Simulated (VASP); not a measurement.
# Al9O in VASP: further runs

The runs below take Al9O through single point, with PBE.

All numbers are computed with VASP 6.6.1; they aren't measurements. Logs are shortened: lines on timing, memory, paths and dates and some standing lists are left out, and cuts for length are marked.

## 1. The cell of the first run

The cell holds a slab with vacuum, 10 atoms: a = 2.854 Å, b = 9.806 Å, c = 20.290 Å, α = 90.00°, β = 90.00°, γ = 98.37°.

## 2. Single point, PBE

Contents of INCAR:

```
  PREC = Accurate
  ENCUT = 520
  EDIFF = 1E-6
  ISMEAR = 0
  SIGMA = 0.1
  LREAL = F
  LASPH = T
  NELM = 120
  ALGO = Normal
  ISIF = 2
  LWAVE = F
  LCHARG = T
  LDIPOL = T
  IDIPOL = 3
  DIPOL = 0.5 0.5 0.331
  GGA = PE
  LELF = T
  LVHAR = T
  LVACPOTAV = T
  NBANDS = 28
  GGA_COMPAT = F
  NELMDL = -8
```

Contents of KPOINTS:

```
regular mesh
0
Gamma
  9 3 1
```

Contents of POSCAR:

```
Al9O
1.0
    2.8535431553      0.0000000000      0.0000000000
   -1.4267715777      9.7014842378      0.0000000000
    0.0000000000      0.0000000000     20.2903703566
Al O
9 1
Direct
    0.5324432082      0.0648864163      0.1971378506
    0.6709612116      0.3419224231      0.2462112387
    0.2986648122      0.5973296244      0.2560259163
    0.9263684129      0.8527368258      0.2658405940
    0.0639544175      0.1277109188      0.3154271765
    0.1995835182      0.4042231282      0.3707799904
    0.8288001109      0.6596656509      0.3785021740
    0.4526153906      0.9110819271      0.3874246327
    0.5458986921      0.2323737431      0.4562700111
    0.5924854425      0.4314072012      0.4363868543
```

Potentials or basis: VASP PAW PBE potentials, release 64 (Al, O).

Started as:

```bash
$ cat potpaw_PBE.64/Al/POTCAR potpaw_PBE.64/O/POTCAR > POTCAR
$ mpirun -np 1 vasp_std > vasp.out
```

OUTCAR:

```text
PREC = Accurate
   ENCUT = 520
   EDIFF = 1E-6
   ISMEAR = 0
   LREAL = F
   LASPH = T
   NELM = 120
   ISIF = 2
   GGA = PE
   NELMDL = -8

 ion  position               nearest neighbor table
   1  0.532  0.065  0.197-   5 2.86   5 2.86   2 2.87   4 2.87   4 2.87
   2  0.671  0.342  0.246-   3 2.87   3 2.87   1 2.87   5 2.89   5 2.89   6 2.96   6 2.97
   3  0.299  0.597  0.256-   2 2.87   2 2.87   4 2.87   4 2.87   7 2.93   7 2.93   6 2.99
   4  0.926  0.853  0.266-   5 2.85   1 2.87   1 2.87   3 2.87   3 2.87   8 2.90   8 2.91   7 2.96

   5  0.064  0.128  0.315-   4 2.85   1 2.86   1 2.86   2 2.89   2 2.89   6 2.91   8 2.93   8 2.93
                             9 3.27
   6  0.200  0.404  0.371-  10 1.74  10 2.23   9 2.70   7 2.86   7 2.87   9 2.90   5 2.91   2 2.96
                             2 2.97   3 2.99
   7  0.829  0.660  0.379-  10 2.53   8 2.83   8 2.83   6 2.86   6 2.87   3 2.93   3 2.93   4 2.96

   8  0.453  0.911  0.387-   7 2.83   7 2.83   4 2.90   4 2.91   5 2.93   5 2.93
   9  0.546  0.232  0.456-  10 1.98   6 2.70   6 2.90   5 3.27
  10  0.592  0.431  0.436-   6 1.74   9 1.98   6 2.23   7 2.53

  LATTYP: Found a base centered orthorhombic cell.
 ALAT       =     2.8535431553
 B/A-ratio  =     6.7996057601
 C/A-ratio  =     7.1105882239

  Lattice vectors:

 A1 = (   1.4267715777,  -9.7014842378,   0.0000000000)
 A2 = (   1.4267715776,   9.7014842378,   0.0000000000)
 A3 = (   0.0000000000,   0.0000000000,  20.2903703566)

Analysis of symmetry for initial positions (statically):
=====================================================================
 Subroutine PRICEL returns:
 Original cell was already a primitive cell.

 Routine SETGRP: Setting up the symmetry group for a
 base centered orthorhombic supercell.

 Subroutine GETGRP returns: Found  1 space group operations
 (whereof  1 operations were pure point group operations)
 out of a pool of  8 trial point group operations.

The static configuration has the point symmetry C_1 .

Analysis of symmetry for dynamics (positions and initial velocities):
=====================================================================
 Subroutine PRICEL returns:
 Original cell was already a primitive cell.

 Routine SETGRP: Setting up the symmetry group for a
 base centered orthorhombic supercell.

 Subroutine GETGRP returns: Found  1 space group operations
 (whereof  1 operations were pure point group operations)
 out of a pool of  8 trial point group operations.

The dynamic configuration has the point symmetry C_1 .

 Subroutine INISYM returns: Found  1 space group operations
 (whereof  1 operations are pure point group operations),
 and found     1 'primitive' translations

----------------------------------------------------------------------------------------

                                     Primitive cell

  volume of cell :     561.7106

  direct lattice vectors                    reciprocal lattice vectors
     2.853543155  0.000000000  0.000000000     0.350441520  0.051538506  0.000000000
    -1.426771578  9.701484238  0.000000000     0.000000000  0.103077011  0.000000000
     0.000000000  0.000000000 20.290370357     0.000000000  0.000000000  0.049284463

  length of vectors
     2.853543155  9.805838748 20.290370357     0.354211062  0.103077011  0.049284463

  position of ions in fractional coordinates (direct lattice)
     0.532443208  0.064886416  0.197137851
     0.670961212  0.341922423  0.246211239
     0.298664812  0.597329624  0.256025916
     0.926368413  0.852736826  0.265840594
     0.063954417  0.127710919  0.315427177
     0.199583518  0.404223128  0.370779990
     0.828800111  0.659665651  0.378502174
     0.452615391  0.911081927  0.387424633
     0.545898692  0.232373743  0.456270011
     0.592485442  0.431407201  0.436386854

  ion indices of the primitive-cell ions
   primitive index   ion index
                 1           1
                 2           2
                 3           3
                 4           4
                 5           5
                 6           6
                 7           7
                 8           8
                 9           9
[... 39 lines left out ...]
|                                                                             |
 -----------------------------------------------------------------------------

 WARNING: IBZKPT: internal override: KBLOWUP is changed to .FALSE.
      ... skipping the blow-up phase ...

 Subroutine IBZKPT returns following result:
 ===========================================

 Found     14 irreducible k-points:

 Following reciprocal coordinates:
            Coordinates               Weight
  0.000000  0.000000  0.000000      1.000000
  0.111111 -0.000000  0.000000      2.000000
  0.222222 -0.000000  0.000000      2.000000
  0.333333  0.000000  0.000000      2.000000
  0.444444 -0.000000  0.000000      2.000000
  0.000000  0.333333  0.000000      2.000000
  0.111111  0.333333  0.000000      2.000000
  0.222222  0.333333  0.000000      2.000000
  0.333333  0.333333  0.000000      2.000000
  0.444444  0.333333  0.000000      2.000000
 -0.444444  0.333333  0.000000      2.000000
 -0.333333  0.333333  0.000000      2.000000
 -0.222222  0.333333  0.000000      2.000000
 -0.111111  0.333333  0.000000      2.000000
   k-points           NKPTS =     14   k-points in BZ     NKDIM =     14   number of bands    NBANDS=     28
   number of dos      NEDOS =    301   number of ions     NIONS =     10
   total plane-waves  NPLWV = 307200
   dimension x,y,z NGX =    24 NGY =   80 NGZ =  160
   dimension x,y,z NGXF=    48 NGYF=  160 NGZF=  320
   ions per type =               9   1
   NGX,Y,Z   is equivalent  to a cutoff of  13.98, 13.56, 13.11 a.u.
   NGXF,Y,Z  is equivalent  to a cutoff of  27.96, 27.13, 26.22 a.u.
 SYSTEM =  unknown system
   PREC   = accura    normal or accurate (medium, high low for compatibility)
   ISTART =      0    job   : 0-new  1-cont  2-samecut
   ICHARG =      2    charge: 1-file 2-atom 10-const
   ISPIN  =      1    spin polarized calculation?
   LNONCOLLINEAR =      F non collinear calculations
   LSORBIT =      F    spin-orbit coupling
   LASPH  =      T    aspherical Exc in radial PAW
   ENCUT  =  520.0 eV  38.22 Ry    6.18 a.u.   5.31 18.23 37.73*2*pi/ulx,y,z
   NELM   =    120;   NELMIN=  2; NELMDL= -8     # of ELM steps
   EDIFF  = 0.1E-05   stopping-criterion for ELM
   LREAL  =      F    real-space projection
   EDIFFG = 0.1E-04   stopping-criterion for IOM
   NSW    =      0    number of steps for IOM
   IBRION =     -1    ionic relax: 0-MD 1-quasi-New 2-CG
   NFREE  =      0    steps in history (QN), initial steepest desc. (CG)
   ISIF   =      2    stress and relaxation
   ISYM   =      2    0-nonsym 1-usesym 2-fastsym
   POTIM  = 0.5000    time-step for ionic-motion
   TEBEG  =    0.0;   TEEND  =   0.0 temperature during run
   PSTRESS=    0.0 pullay stress
   NELECT =      33.0000    total number of electrons
   NUPDOWN=      -1.0000    fix difference up-down
   EMIN   =  10.00;   EMAX   =-10.00  energy-range for DOS
   EFERMI =   0.00;   METHOD = LEGACY
   ISMEAR =     0;   SIGMA  =   0.10  broadening in eV -4-tet -1-fermi 0-gaus
   EFERMI_NEDOS =   21; number of points for ismear=-14 and -15
   IALGO  =     38    algorithm
   IMIX   =      4    mixing-type and parameters
     AMIX     =   0.40;   BMIX     =  1.00
     AMIX_MAG =   1.60;   BMIX_MAG =  1.00
  volume/ion in A,a.u.               =      56.17       379.06
  Fermi-wavevector in a.u.,A,eV,Ry     =   0.636417  1.202654  5.510726  0.405027
  Thomas-Fermi vector in A             =   1.701081
   LORBIT       =      0    0 simple, 1 ext, 2 COOP (PROOUT), +10 PAW based schemes
   GGA     = PE    functional components
   LHFCALC =     F    Hartree Fock is set to
   AEXX    =    0.0000 exact exchange contribution
   IVDW    =     0    specifies the selected vdW correction
   LEPSILON=     F    determine dielectric tensor
   LRPA    =     F    only Hartree local field effects (RPA)
 non-spin polarized calculation
 Gauss-broadening in eV      SIGMA  =   0.10
  energy-cutoff  :      520.00
  volume of cell :      561.71
 maximum number of plane-waves:     15170
 NGX is ok and might be reduce to    24
   NGX = 11   NGY = 37   NGZ = 75

 dipolmoment           0.000000      0.000000     -0.064206 electrons x Angstroem

 number of electron      32.9999995 magnetization

 dipolmoment           0.000000      0.000000      0.020308 electrons x Angstroem

 Free energy of the ion-electron system (eV)
  ---------------------------------------------------
  ext. energy  EPLUGINS =         0.00000000
  ---------------------------------------------------
  free energy    TOTEN  =       -38.56901738 eV

  energy without entropy =      -38.54708418  energy(sigma->0) =      -38.55805078

 E-fermi :  -0.7728     XC(G=0):  -3.8325

 val. band max:       -0.7955098033   @ k =   0.4444   0.3333   0.0000
 cond. band min:      -0.7038368489   @ k =   0.3333   0.0000   0.0000
 fundamental gap:      0.0916729543
 Fermi energy:        -0.7727952743

 k-point     1 :       0.0000    0.0000    0.0000
  band No.  band energies     occupation
      1     -20.6064      2.00000
      2     -10.5906      2.00000
      3      -9.3581      2.00000
      4      -9.0409      2.00000
      5      -8.1877      2.00000
      6      -7.6582      2.00000
[... 423 lines left out ...]
     27       3.6139      0.00000
     28       3.9032      0.00000

------------------------ aborting loop because EDIFF is reached ----------------------------------------

  FORCE on cell =-STRESS in cart. coord.  units (eV):
  Direction    XX          YY          ZZ          XY          YZ          ZX
  --------------------------------------------------------------------------------------
  -------------------------------------------------------------------------------------
  Total       -5.3129213     -6.0724188     -1.6239674      0.5218390     -1.2264542      2.0943174
  in kB      -15.1541424    -17.3204711     -4.6320717      1.4884510     -3.4982378      5.9736598
  external PRESSURE =     -12.3688951 kB  Pullay stress =       0.0000000 kB

 VOLUME and BASIS-vectors are now :
 -----------------------------------------------------------------------------
  energy-cutoff  :      520.00
  volume of cell :      561.71
      direct lattice vectors                 reciprocal lattice vectors
     2.853543155  0.000000000  0.000000000     0.350441520  0.051538506  0.000000000
    -1.426771578  9.701484238  0.000000000     0.000000000  0.103077011  0.000000000
     0.000000000  0.000000000 20.290370357     0.000000000  0.000000000  0.049284463

 POSITION                                       TOTAL-FORCE (eV/Angst)
 -----------------------------------------------------------------------------------
      1.42677      0.62949      4.00000         0.031423      0.160446      0.093345
      1.42677      3.31715      4.99572         0.045086      0.170996      0.086153
     -0.00000      5.79498      5.19486        -0.019565     -0.250301      0.189635
      1.42677      8.27281      5.39400        -0.002829     -0.285674     -0.057634
      0.00028      1.23899      6.40013        -0.032058      0.315242      0.697383
     -0.00721      3.92156      7.52326        -1.612442      0.288059     -1.035014
      1.42382      6.39974      7.67995        -0.086798      0.336208     -0.061725
     -0.00835      8.83885      7.86099        -0.011846      0.135671      0.055515
      1.22620      2.25437      9.25789         0.002466     -0.012637      0.005560
      1.07516      4.18529      8.85445         1.686562     -0.858010      0.026781
 -----------------------------------------------------------------------------------
    total drift:                               -0.000333      0.000118      0.000407

  FREE ENERGIE OF THE ION-ELECTRON SYSTEM (eV)
  ---------------------------------------------------
  free  energy   TOTEN  =       -38.5690173810 eV

  energy  without entropy=      -38.5470841788  energy(sigma->0) =      -38.55805078

 vacuum level on the upper side and lower side of the slab         3.469         3.336
```

It took 18 min on 1 thread of Intel Xeon 8259CL, shared host; peak memory 0.68 GiB.

What came out:

- Free energy: -38.5690 eV
- Largest force: 1.938 eV/Å
- Band gap on the k mesh: zero (an odd number of electrons rules out a gap without spin polarisation)

Forces on the atoms (eV/Å):
```
Al   0.031  0.160  0.093
Al   0.045  0.171  0.086
Al  -0.020 -0.250  0.190
Al  -0.003 -0.286 -0.058
Al  -0.032  0.315  0.697
Al  -1.612  0.288 -1.035
Al  -0.087  0.336 -0.062
Al  -0.012  0.136  0.056
Al   0.002 -0.013  0.006
O    1.687 -0.858  0.027
```

Levels at points of the mesh, in eV from the Fermi level:
```tsv
k point	band 14	band 15	band 16	band 17	band 18	band 19	band 20	band 21
(0.00, 0.00, 0.00)	-2.29	-1.71	-1.08	-0.27	0.35	0.79	2.12	2.53
```

Caveat: an odd number of electrons without spin polarisation forces a metal; a magnetic or distorted state may lie lower.

(Continued in part 2 of 2.)
